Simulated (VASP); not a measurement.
# Zn: single point with PBE0

The system is Zn.

```
CELL_PARAMETERS angstrom
0.00000 1.96478 1.96478
1.96478 0.00000 1.96478
1.96478 1.96478 0.00000
ATOMIC_POSITIONS crystal
Zn 0.00000 0.00000 0.00000
```

This isn't the form of Zn at room conditions, which is hcp.

- Program: VASP 6.6.1
- Task: single point
- Functional: PBE0
- Potentials or basis: VASP PAW PBE potentials, release 64 (Zn)
- Cutoff: 520 eV
- k mesh: 6 × 6 × 6
- Occupations: fermi-dirac, width 0.05 eV
- Spin: no spin polarisation
- Dipole correction: no
- Grid for exact exchange (PRECFOCK): Normal
- Further INCAR settings: ALGO = Normal; EDIFF = 1e-07; NBANDS = 12
- Share of exact exchange: 0.25

```yaml
Pressure: -0.9 GPa
Band_gap_on_the_k_mesh: zero (bands 6 and 7 overlap by 2.64 eV)
```

Levels at points of the mesh, in eV from the Fermi level:
```csv
k point,band 4,band 5,band 6,band 7,band 8,band 9
"(0.00, 0.00, 0.00)",-10.74,-10.37,-10.37,19.57,19.57,19.57
"(0.50, 0.00, 0.00)",-10.06,-10.06,-4.14,-2.21,16.48,16.48
"(0.50, 0.50, 0.00)",-9.97,-9.97,-1.93,1.98,9.25,9.25
```

It took 8.4 min on 1 thread of AMD EPYC 7R13 Processor (Zen 3), on a shared host, peak memory 0.12 GiB.

Caveat: the k points lie up to 0.46 Å⁻¹ apart, too coarse for converged energies and pressures of a metal; the PAW data sets were made with another functional, which shifts forces and pressure a little.
